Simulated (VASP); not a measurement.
Set up this calculation in VASP 6.6.1, as the native input.

```yaml
Task: single point
Functional: PBE
Potentials_or_basis: VASP PAW PBE potentials, release 64 (Li_sv, Cl)
Cutoff: 750 eV
k_mesh: 8 × 8 × 8
Occupations: fermi-dirac, width 0.02 eV
Spin: no spin polarisation
Dipole_correction: no
Further_INCAR_settings: ALGO = Normal; EDIFF = 1e-06; NBANDS = 12
```

The structure of LiCl lies in POSCAR:

```
LiCl
1.0
    0.0000000000      2.5751343834      2.5751343834
    2.5751343834      0.0000000000      2.5751343834
    2.5751343834      2.5751343834      0.0000000000
Li Cl
1 1
Direct
    0.0000000000      0.0000000000      0.0000000000
    0.5000000000      0.5000000000      0.5000000000
```

One way to write it, as run:

INCAR

```
SYSTEM = LiCl
ALGO = Normal
EDIFF = 1E-6
ENCUT = 750
GGA = PE
GGA_COMPAT = .FALSE.
ISIF = 2
ISMEAR = -1
LASPH = .TRUE.
LCHARG = .TRUE.
LELF = .TRUE.
LREAL = .FALSE.
LVHAR = .TRUE.
LWAVE = .FALSE.
NBANDS = 12
NELM = 120
PREC = Accurate
SIGMA = 0.02
```

KPOINTS

```
k-points
0
G
  8 8 8
  0 0 0
```

Potentials or basis: VASP PAW PBE potentials, release 64 (Li_sv, Cl).

Launch:

```sh
$ cat potpaw_PBE.64/Li_sv/POTCAR potpaw_PBE.64/Cl/POTCAR > POTCAR
$ mpirun -np 1 vasp_std > vasp.out
```

It gave:

- Pressure: -0.1 GPa
- Band gap on the k mesh: 6.26 eV, direct

Wall time 48 s on 1 thread of Intel Xeon 8259CL, with other jobs on the host, peak memory 0.2 GiB.
